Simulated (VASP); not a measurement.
Here is a VASP 6.6.1 calculation.

INCAR

```
SYSTEM = Te
  PREC = Accurate
  ENCUT = 520
  EDIFF = 1E-6
  ISMEAR = -1
  SIGMA = 0.1
  LREAL = .FALSE.
  LASPH = .TRUE.
  NELM = 80
  ALGO = Normal
  ISIF = 2
  LWAVE = .FALSE.
  LCHARG = .FALSE.
  GGA = RE
  NBANDS = 13
```

The input KPOINTS:

```
Automatic mesh
0
G
  9 9 9
  0 0 0
```

File POSCAR:

```
Te
1.0
    0.0000000000      3.7667452761      3.7667452761
    3.7667452761      0.0000000000      3.7667452761
    3.7667452761      3.7667452761      0.0000000000
Te
2
Direct
    0.1250000000      0.1250000000      0.1250000000
    0.8750000000      0.8750000000      0.8750000000
```

Potentials or basis: VASP PAW PBE potentials, release 64 (Te).

Run with:

```sh
$ cat potpaw_PBE.64/Te/POTCAR > POTCAR
$ mpirun -np 1 vasp_std > vasp.out
```

Question: Predict the band gap on the k mesh.

Answer: Zero (bands 6 and 7 overlap by 0.75 eV).

Question: Estimate the pressure.

Answer: -2.2 GPa.

Caveat: the PAW data sets were made with another functional, which shifts forces and pressure a little; spin-orbit coupling is left out, which moves the levels of the heavy elements.
